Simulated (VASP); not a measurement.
Wanted: the native input for a VASP 6.6.1 run.

```
Task                    : single point
Functional              : PBE
Potentials or basis     : VASP PAW PBE potentials, release 64 (Dy_3, O), 4f in core
Cutoff                  : 520 eV
k mesh                  : 12 × 12 × 16
Occupations             : gaussian, width 0.1 eV
Spin                    : no spin polarisation
Dipole correction       : no
k mesh for the DOS      : 18 × 18 × 24
Mended                  : yes
Occupations for the DOS : tetrahedron
Further INCAR settings  : ALGO = Normal; EDIFF = 1e-06
```

Crystal: DyO2.

```
CELL_PARAMETERS angstrom
3.66924 0.00000 0.00000
-1.83462 3.17765 0.00000
0.00000 0.00000 2.98011
ATOMIC_POSITIONS crystal
Dy 0.00000 0.00000 0.00000
O 0.33333 0.66667 0.50000
O 0.66667 0.33333 0.50000
```

The input as run:

POSCAR

```
DyO2
1.0
    3.6692381254      0.0000000000      0.0000000000
   -1.8346190627      3.1776534291      0.0000000000
    0.0000000000      0.0000000000      2.9801069117
Dy O
1 2
Direct
    0.0000000000      0.0000000000      0.0000000000
    0.3333333333      0.6666666667      0.5000000000
    0.6666666667      0.3333333333      0.5000000000
```

INCAR.step1

```
PREC = Accurate ; ENCUT = 520
EDIFF = 1E-6 ; ISMEAR = 0
SIGMA = 0.1 ; LREAL = False
LASPH = True ; NELM = 200
ALGO = Normal ; ISIF = 2
LWAVE = False ; LCHARG = True
LMAXMIX = 6 ; GGA = PE
NBANDS = 18 ; GGA_COMPAT = False
NEDOS = 2001 ; LORBIT = 11
```

KPOINTS.step1

```
regular mesh
0
Gamma
  12 12 16
```

INCAR.step2

```
PREC = Accurate ; ENCUT = 520
EDIFF = 1E-6 ; ISMEAR = -5
SIGMA = 0.1 ; LREAL = False
LASPH = True ; NELM = 200
ALGO = Normal ; ISIF = 2
LWAVE = False ; LCHARG = False
LMAXMIX = 6 ; GGA = PE
LORBIT = 10 ; NEDOS = 2001
ICHARG = 11 ; GGA_COMPAT = False
```

KPOINTS.step2

```
regular mesh
0
Gamma
  18 18 24
```

Potentials or basis: VASP PAW PBE potentials, release 64 (Dy_3, O), 4f in core.

The run is started by

```console
$ cat potpaw_PBE.64/Dy_3/POTCAR potpaw_PBE.64/O/POTCAR > POTCAR
$ cp INCAR.step1 INCAR
$ cp KPOINTS.step1 KPOINTS
$ mpirun -np 1 vasp_std > vasp.out
$ cp INCAR.step2 INCAR
$ cp KPOINTS.step2 KPOINTS
$ mpirun -np 1 vasp_std > vasp.out
```

Results of the run:

```yaml
Valence_electrons_inside_the_program's_atomic_spheres: Dy 7.92; O 4.90
```

Caveat: an odd number of electrons without spin polarisation forces a metal; a magnetic or distorted state may lie lower; the run has no spin polarisation, though such a crystal can be magnetic.

It took 110 s on 1 thread of Intel(R) Xeon(R) 6975P-C (Granite Rapids) (shared host), peak memory 0.35 GiB.
